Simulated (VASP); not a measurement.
# Ag (I4/mmm) in VASP: notebook

Runs on Ag. Level: PBEsol. Tasks: single point.

All numbers are computed with VASP 6.6.1; they aren't measurements. Logs are shortened: lines on timing, memory, paths and dates and some standing lists are left out, and cuts for length are marked.

## (1) The cell of the first run

The structure is tetragonal, space group I4/mmm (No. 139). The conventional cell has a = 3.208 Å, b = 3.208 Å, c = 3.529 Å, α = 90.00°, β = 90.00°, γ = 90.00°. Ag (site symmetry 4/mmm) has 14 Ag at 2.87 to 3.53 Å within 3.8 Å.

## (2) Single point, PBEsol

INCAR reads:

```
SYSTEM = Ag
PREC = Accurate
ENCUT = 520
EDIFF = 1E-6
ISMEAR = 0
SIGMA = 0.15
LREAL = .False.
LASPH = .True.
NELM = 60
ALGO = Fast
ISIF = 2
LWAVE = .False.
LCHARG = .False.
GGA = PS
NBANDS = 12
```

KPOINTS reads:

```
Automatic mesh
0
Gamma
  22 22 22
  0 0 0
```

POSCAR reads:

```
Ag
1.0
   -1.6038805506      1.6038805506      1.7642686057
    1.6038805506     -1.6038805506      1.7642686057
    1.6038805506      1.6038805506     -1.7642686057
Ag
1
Direct
    0.0000000000      0.0000000000      0.0000000000
```

Potentials or basis: VASP PAW PBE potentials, release 64 (Ag).

On the command line:

```sh
$ cat potpaw_PBE.64/Ag/POTCAR > POTCAR
$ mpirun -np 1 vasp_std > vasp.out
```

OUTCAR:

```text
SYSTEM = Ag
   PREC = Accurate
   ENCUT = 520
   EDIFF = 1E-6
   ISMEAR = 0
   LREAL = .False.
   LASPH = .True.
   NELM = 60
   ISIF = 2
   GGA = PS

 ion  position               nearest neighbor table
   1  0.000  0.000  0.000-

  LATTYP: Found a body centered tetragonal cell.
 ALAT       =     3.2077611012
 C/A-ratio  =     1.1000000000

  Lattice vectors:

 A1 = (  -1.6038805506,   1.6038805506,   1.7642686057)
 A2 = (   1.6038805506,  -1.6038805506,   1.7642686057)
 A3 = (   1.6038805506,   1.6038805506,  -1.7642686057)

Analysis of symmetry for initial positions (statically):
=====================================================================
 Subroutine PRICEL returns:
 Original cell was already a primitive cell.

 Routine SETGRP: Setting up the symmetry group for a
 body centered tetragonal supercell.

 Subroutine GETGRP returns: Found 16 space group operations
 (whereof 16 operations were pure point group operations)
 out of a pool of 16 trial point group operations.

The static configuration has the point symmetry D_4h.

Analysis of symmetry for dynamics (positions and initial velocities):
=====================================================================
 Subroutine PRICEL returns:
 Original cell was already a primitive cell.

 Routine SETGRP: Setting up the symmetry group for a
 body centered tetragonal supercell.

 Subroutine GETGRP returns: Found 16 space group operations
 (whereof 16 operations were pure point group operations)
 out of a pool of 16 trial point group operations.

The dynamic configuration has the point symmetry D_4h.

 Subroutine INISYM returns: Found 16 space group operations
 (whereof 16 operations are pure point group operations),
 and found     1 'primitive' translations

----------------------------------------------------------------------------------------

                                     Primitive cell

  volume of cell :      18.1538

  direct lattice vectors                    reciprocal lattice vectors
    -1.603880551  1.603880551  1.764268606     0.000000000  0.311743914  0.283403558
     1.603880551 -1.603880551  1.764268606     0.311743914  0.000000000  0.283403558
     1.603880551  1.603880551 -1.764268606     0.311743914  0.311743914  0.000000000

  length of vectors
     2.873588237  2.873588237  2.873588237     0.421309678  0.421309678  0.440872471

  position of ions in fractional coordinates (direct lattice)
     0.000000000  0.000000000  0.000000000

  ion indices of the primitive-cell ions
   primitive index   ion index
                 1           1

----------------------------------------------------------------------------------------

 KPOINTS: Automatic mesh

Automatic generation of k-mesh.
 Grid dimensions read from file:
 generate k-points for:   22   22   22

 Generating k-lattice:

  Cartesian coordinates                     Fractional coordinates (reciprocal lattice)
     0.000000000  0.014170178  0.012881980     0.045454545  0.000000000 -0.000000000
     0.014170178  0.000000000  0.012881980     0.000000000  0.045454545 -0.000000000
     0.014170178  0.014170178  0.000000000     0.000000000  0.000000000  0.045454545

  Length of vectors
     0.019150440  0.019150440  0.020039658

  Shift w.r.t. Gamma in fractional coordinates (k-lattice)
     0.000000000  0.000000000  0.000000000

 Subroutine IBZKPT returns following result:
 ===========================================

 Found    834 irreducible k-points:

 Following reciprocal coordinates:
            Coordinates               Weight
  0.000000  0.000000  0.000000      1.000000
  0.045455  0.000000 -0.000000      8.000000
  0.090909  0.000000 -0.000000      8.000000
  0.136364  0.000000  0.000000      8.000000
  0.181818  0.000000 -0.000000      8.000000
  0.227273  0.000000  0.000000      8.000000
[... 16 lines left out ...]
  0.500000  0.045455 -0.000000     16.000000
 -0.454545  0.045455  0.000000     16.000000
 [... further k-points ...]
   k-points           NKPTS =    834   k-points in BZ     NKDIM =    834   number of bands    NBANDS=     12
   number of dos      NEDOS =    301   number of ions     NIONS =      1
   total plane-waves  NPLWV =  13824
   dimension x,y,z NGX =    24 NGY =   24 NGZ =   24
   dimension x,y,z NGXF=    48 NGYF=   48 NGZF=   48
   ions per type =               1
   NGX,Y,Z   is equivalent  to a cutoff of  13.88, 13.88, 13.88 a.u.
   NGXF,Y,Z  is equivalent  to a cutoff of  27.77, 27.77, 27.77 a.u.
 SYSTEM =  Ag
   PREC   = accura    normal or accurate (medium, high low for compatibility)
   ISTART =      0    job   : 0-new  1-cont  2-samecut
   ICHARG =      2    charge: 1-file 2-atom 10-const
   ISPIN  =      1    spin polarized calculation?
   LNONCOLLINEAR =      F non collinear calculations
   LSORBIT =      F    spin-orbit coupling
   LASPH  =      T    aspherical Exc in radial PAW
   ENCUT  =  520.0 eV  38.22 Ry    6.18 a.u.   5.34  5.34  5.34*2*pi/ulx,y,z
   NELM   =     60;   NELMIN=  2; NELMDL= -5     # of ELM steps
   EDIFF  = 0.1E-05   stopping-criterion for ELM
   LREAL  =      F    real-space projection
   EDIFFG = 0.1E-04   stopping-criterion for IOM
   NSW    =      0    number of steps for IOM
   IBRION =     -1    ionic relax: 0-MD 1-quasi-New 2-CG
   NFREE  =      0    steps in history (QN), initial steepest desc. (CG)
   ISIF   =      2    stress and relaxation
   ISYM   =      2    0-nonsym 1-usesym 2-fastsym
   POTIM  = 0.5000    time-step for ionic-motion
   TEBEG  =    0.0;   TEEND  =   0.0 temperature during run
   PSTRESS=    0.0 pullay stress
   NELECT =      11.0000    total number of electrons
   NUPDOWN=      -1.0000    fix difference up-down
   EMIN   =  10.00;   EMAX   =-10.00  energy-range for DOS
   EFERMI =   0.00;   METHOD = LEGACY
   ISMEAR =     0;   SIGMA  =   0.15  broadening in eV -4-tet -1-fermi 0-gaus
   EFERMI_NEDOS =   21; number of points for ismear=-14 and -15
   IALGO  =     68    algorithm
   IMIX   =      4    mixing-type and parameters
     AMIX     =   0.40;   BMIX     =  1.00
     AMIX_MAG =   1.60;   BMIX_MAG =  1.00
  volume/ion in A,a.u.               =      18.15       122.51
  Fermi-wavevector in a.u.,A,eV,Ry     =   1.385318  2.617871 26.111022  1.919106
  Thomas-Fermi vector in A             =   2.509739
   LORBIT       =      0    0 simple, 1 ext, 2 COOP (PROOUT), +10 PAW based schemes
   GGA     = PS    functional components
   LHFCALC =     F    Hartree Fock is set to
   AEXX    =    0.0000 exact exchange contribution
   IVDW    =     0    specifies the selected vdW correction
   LEPSILON=     F    determine dielectric tensor
   LRPA    =     F    only Hartree local field effects (RPA)
 non-spin polarized calculation
 RMM-DIIS sequential band-by-band and
 Gauss-broadening in eV      SIGMA  =   0.15
  energy-cutoff  :      520.00
  volume of cell :       18.15
 maximum number of plane-waves:       504
 NGX is ok and might be reduce to    24
   NGX = 11   NGY = 11   NGZ = 11

 number of electron      10.9999996 magnetization

 Free energy of the ion-electron system (eV)
  ---------------------------------------------------
  ext. energy  EPLUGINS =         0.00000000
  ---------------------------------------------------
  free energy    TOTEN  =        -3.24199082 eV

  energy without entropy =       -3.23831056  energy(sigma->0) =       -3.24015069

 E-fermi :   7.3895     XC(G=0): -12.0409

 val. band max:        7.3637206390   @ k =   0.5000   0.2727   0.0909
 cond. band min:       7.4226463868   @ k =   0.5000   0.1818   0.0455
 fundamental gap:      0.0589257478
 Fermi energy:         7.3895101996

 k-point     1 :       0.0000    0.0000    0.0000
  band No.  band energies     occupation
      1       0.0196      2.00000
      2       2.6429      2.00000
      3       2.6429      2.00000
      4       3.0093      2.00000
      5       3.6987      2.00000
      6       4.0933      2.00000
      7      24.1959      0.00000
      8      25.5495      0.00000
      9      25.5495      0.00000
     10      28.9674      0.00000
     11      30.8632      0.00000
     12      31.1147      0.00000

 k-point     2 :       0.0455    0.0000   -0.0000
  band No.  band energies     occupation
      1       0.0831      2.00000
      2       2.6466      2.00000
      3       2.6555      2.00000
      4       3.0167      2.00000
      5       3.6903      2.00000
      6       4.0845      2.00000
      7      24.1461      0.00000
      8      25.3656      0.00000
      9      25.5820      0.00000
     10      28.4380      0.00000
     11      30.1112      0.00000
     12      30.9615      0.00000

 k-point     3 :       0.0909    0.0000   -0.0000
  band No.  band energies     occupation
      1       0.2697      2.00000
      2       2.6584      2.00000
      3       2.6752      2.00000
      4       3.0571      2.00000
      5       3.6678      2.00000
      6       4.0617      2.00000
      7      23.7901      0.00000
      8      24.8870      0.00000
      9      25.6723      0.00000
     10      27.7935      0.00000
     11      29.1120      0.00000
     12      29.8780      0.00000
[... 286 lines left out ...]
 k-point    23 :       0.5000    0.0455   -0.0000
  band No.  band energies     occupation
      1       1.4154      2.00000
      2       2.2065      2.00000
      3       3.5976      2.00000
      4       4.1082      2.00000
      5       4.7042      2.00000
      6       7.3220      1.47539
      7      11.0574      0.00000
      8      20.8711      0.00000
      9      21.7945      0.00000
     10      27.3036      0.00000
     11      28.7705      0.00000
     12      29.6641      0.00000

 k-point    24 :      -0.4545    0.0455    0.0000
  band No.  band energies     occupation
      1       1.4433      2.00000
      2       2.2287      2.00000
      3       3.5883      2.00000
      4       4.1052      2.00000
      5       4.5985      2.00000
      6       6.5898      2.00000
      7      12.0028      0.00000
      8      21.0343      0.00000
      9      22.0367      0.00000
     10      27.2393      0.00000
     11      28.5945      0.00000
     12      29.6640      0.00000

 [... further k-points ...]

------------------------ aborting loop because EDIFF is reached ----------------------------------------

  FORCE on cell =-STRESS in cart. coord.  units (eV):
  Direction    XX          YY          ZZ          XY          YZ          ZX
  --------------------------------------------------------------------------------------
  -------------------------------------------------------------------------------------
  Total       -0.8894813     -0.8894813     -0.7377387      0.0000000     -0.0000000      0.0000000
  in kB      -78.5016269    -78.5016269    -65.1095080      0.0000000     -0.0000000      0.0000000
  external PRESSURE =     -74.0375873 kB  Pullay stress =       0.0000000 kB

 VOLUME and BASIS-vectors are now :
 -----------------------------------------------------------------------------
  energy-cutoff  :      520.00
  volume of cell :       18.15
      direct lattice vectors                 reciprocal lattice vectors
    -1.603880551  1.603880551  1.764268606     0.000000000  0.311743914  0.283403558
     1.603880551 -1.603880551  1.764268606     0.311743914  0.000000000  0.283403558
     1.603880551  1.603880551 -1.764268606     0.311743914  0.311743914  0.000000000

 POSITION                                       TOTAL-FORCE (eV/Angst)
 -----------------------------------------------------------------------------------
      0.00000      0.00000      0.00000         0.000000      0.000000     -0.000000
 -----------------------------------------------------------------------------------
    total drift:                               -0.000000      0.000000      0.000000

  FREE ENERGIE OF THE ION-ELECTRON SYSTEM (eV)
  ---------------------------------------------------
  free  energy   TOTEN  =        -3.2419908240 eV

  energy  without entropy=       -3.2383105569  energy(sigma->0) =       -3.24015069
```

Run time: 93 s. Hardware: 1 thread of AMD EPYC 9R45 (Zen 5), shared host; peak memory 0.25 GiB.

Results:

```yaml
Free_energy: -3.2420 eV
Pressure: -7.4 GPa
Band_gap_on_the_k_mesh: zero (an odd number of electrons rules out a gap without spin polarisation)
```

Caveat: the cell stands under tension; the PAW data sets were made with another functional, which shifts forces and pressure a little.

(Part 1 of 2 ends here.)
